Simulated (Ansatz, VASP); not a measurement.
This is a calculation of InPd for VASP 6.6.1.

File POSCAR:

```
InPd
1.0
    3.2718847800      0.0000000000      0.0000000000
    0.0000000000      3.2718847800      0.0000000000
    0.0000000000      0.0000000000      3.2718847800
In Pd
1 1
Direct
    0.0000000000      0.0000000000      0.0000000000
    0.5000000000      0.5000000000      0.5000000000
```

INCAR.step1

```
PREC = Accurate
ENCUT = 520
EDIFF = 1E-5
ISMEAR = -1
SIGMA = 0.05
LREAL = F
LASPH = T
NELM = 100
ALGO = Normal
ISIF = 2
LWAVE = T
NBANDS = 18
GGA = PE
```

File INCAR.step2:

```
PREC = Accurate
ENCUT = 520
EDIFF = 1E-6
ISMEAR = -1
SIGMA = 0.05
LREAL = F
LASPH = T
NELM = 100
ALGO = Normal
ISIF = 2
LWAVE = F
LCHARG = T
GGA = PE
LHFCALC = T
AEXX = 0.25
PRECFOCK = Normal
LELF = T
LVHAR = T
NBANDS = 18
ISTART = 1
```

The input KPOINTS:

```
regular mesh
0
Gamma
  4 4 4
```

Potentials or basis: VASP PAW PBE potentials, release 64 (In_d, Pd).

Command:

```bash
$ cat potpaw_PBE.64/In_d/POTCAR potpaw_PBE.64/Pd/POTCAR > POTCAR
$ cp INCAR.step1 INCAR
$ mpirun -np 1 vasp_std > vasp.out
$ cp INCAR.step2 INCAR
$ mpirun -np 1 vasp_std > vasp.out
```

**Question.** Translate it to Ansatz 0.2.0. Potentials there: Ansatz PAW.

**Answer.** As run (the cutoff follows the program's own potentials):

The input input.yaml:

```yaml
crystal:
  lattice:
    - [3.27188478, 0.0, 0.0]
    - [0.0, 3.27188478, 0.0]
    - [0.0, 0.0, 3.27188478]
  atoms:
    - { symbol: In, position: [0.0, 0.0, 0.0] }
    - { symbol: Pd, position: [0.5, 0.5, 0.5] }
hamiltonian:
  xc: pbe0
  pseudopotentials: { kind: paw }
kpoints:
  mp_grid: { grid: [4, 4, 4] }
scf:
  occupations: { method: fermi_dirac, width: 0.05 }
output:
  forces: true
  stress: true
  eigenvalues: true
```

Potentials or basis: Ansatz PAW.

Command:

```console
$ ansatz run input.yaml --threads 2 --pin off --max-ram 5632MiB --backend cpu --events-out ev --progress --plain --runs-dir out
```

Both were run:

|  | VASP | Ansatz | Ansatz less VASP |
| --- | --- | --- | --- |
| gap on the k mesh at the Fermi level (eV) | none | none | - |
| pressure (GPa) | -0.8 | -0.9 | -0.13 |

A gap of «none» marks a metal or a gap that the smearing closes. The functional is the same, so the differences come from potentials, cutoffs and numerics. VASP's potentials hold 23 valence electrons a cell and Ansatz's 31, so a difference there can come from the potentials and not from the codes.

The k mesh is coarse, so the values compare programs but aren't converged.
